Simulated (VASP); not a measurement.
Ni, 1 atom in the cell. It takes space group Fm-3m (No. 225, cubic). Conventional cell: a = 3.377 Å, b = 3.377 Å, c = 3.377 Å, α = 90.00°, β = 90.00°, γ = 90.00°. Ni (site symmetry m-3m) has 12 Ni at 2.39 Å within 3.2 Å.  This cell differs from its parent crystal: Ti replaced by Ni, lengths x 0.865, strained.

* Program: VASP 6.6.1
* Task: single point
* Functional: PBE
* Potentials or basis: VASP PAW PBE potentials, release 64 (Ni)
* Cutoff: 600 eV
* k mesh: 10 × 10 × 10
* Occupations: gaussian, width 0.1 eV
* Spin: collinear spin, ferromagnetic start
* Starting moments: [2.0] μB
* Dipole correction: no
* Further INCAR settings: ALGO = Normal; EDIFF = 1e-06; NBANDS = 15

Potentials or basis: VASP PAW PBE potentials, release 64 (Ni).

Command:

```bash
$ cat potpaw_PBE.64/Ni/POTCAR > POTCAR
$ mpirun -np 1 vasp_std > vasp.out
```

Hardware: 1 thread of Intel Xeon 8259CL, on a shared host.

**Question.** How long does it take, and how much memory?

**Answer.** It took 32 s on 1 thread of Intel Xeon 8259CL, on a shared host, peak memory 0.14 GiB. Counts: scf iterations 13, k points 47.
